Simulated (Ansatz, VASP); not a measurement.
One calculation of Tl, two programs

INCAR

```
ALGO     = Normal         # electronic algorithm
EDIFF    = 1E-6           # SCF threshold, eV
ENCUT    = 520            # plane-wave cutoff, eV
GGA      = PS             # functional
ISIF     = 2              # what is computed and relaxed
ISMEAR   = -1             # smearing method
LASPH    = T              # aspherical terms in the spheres
LCHARG   = F              # write CHGCAR
LREAL    = F              # projectors in reciprocal space
LWAVE    = F              # write WAVECAR
NBANDS   = 20             # bands
NELM     = 100            # most SCF steps
PREC     = Accurate       # precision mode
SIGMA    = 0.05           # smearing width, eV
```

KPOINTS

```
k-points
0
Gamma
  8 8 8
```

POSCAR

```
Tl
1.0
    0.0000000000      3.4017220227      3.4017220227
    3.4017220227      0.0000000000      3.4017220227
    3.4017220227      3.4017220227      0.0000000000
Tl
2
Direct
   -0.2375000000     -0.0875000000     -0.0875000000
    0.2375000000      0.0875000000      0.0875000000
```

Input for Ansatz:

```yaml
crystal:
  lattice:
    - [0.0, 3.4017220227, 3.4017220227]
    - [3.4017220227, 0.0, 3.4017220227]
    - [3.4017220227, 3.4017220227, 0.0]
  atoms:
    - { symbol: Tl, position: [-0.2375, -0.0875, -0.0875] }
    - { symbol: Tl, position: [0.2375, 0.0875, 0.0875] }
kpoints:
  mp_grid: { grid: [8, 8, 8] }
scf:
  occupations: { method: fermi_dirac, width: 0.05 }
hamiltonian:
  xc: pbesol
  pseudopotentials: { kind: all_electron, lapw: { basis_error: 0.001 } }
output:
  forces: true
  stress: true
  eigenvalues: true
  populations: true
```

Change from the starting cell: shortest bond scaled by 0.7, LAPW.

Alike in both runs: task single point; functional PBEsol; k mesh 8 × 8 × 8; occupations fermi-dirac, width 0.05 eV; no spin polarisation.

|  | VASP | Ansatz |
| --- | --- | --- |
| version | VASP 6.6.1 | Ansatz 0.2.0 |
| potentials or method | VASP PAW PBE potentials, release 64 (Tl_d), cutoff 520 eV | all-electron LAPW, scalar-relativistic |

```tsv
	VASP	Ansatz	Ansatz less VASP
pressure (GPa)	25.9	25.8	-0.05
traceless stress, the component that is largest in VASP (GPa)	-29.59	-29.45	+0.144
rms of the force components (eV/Å)	12.404	12.339	-0.0651
```

VASP's potentials were made for PBE, not for PBEsol. Atom by atom the forces differ by 0.065 eV/Å (rms over components). Ansatz ran all-electron here, and VASP with PAW potentials.

Spin-orbit coupling is off throughout.
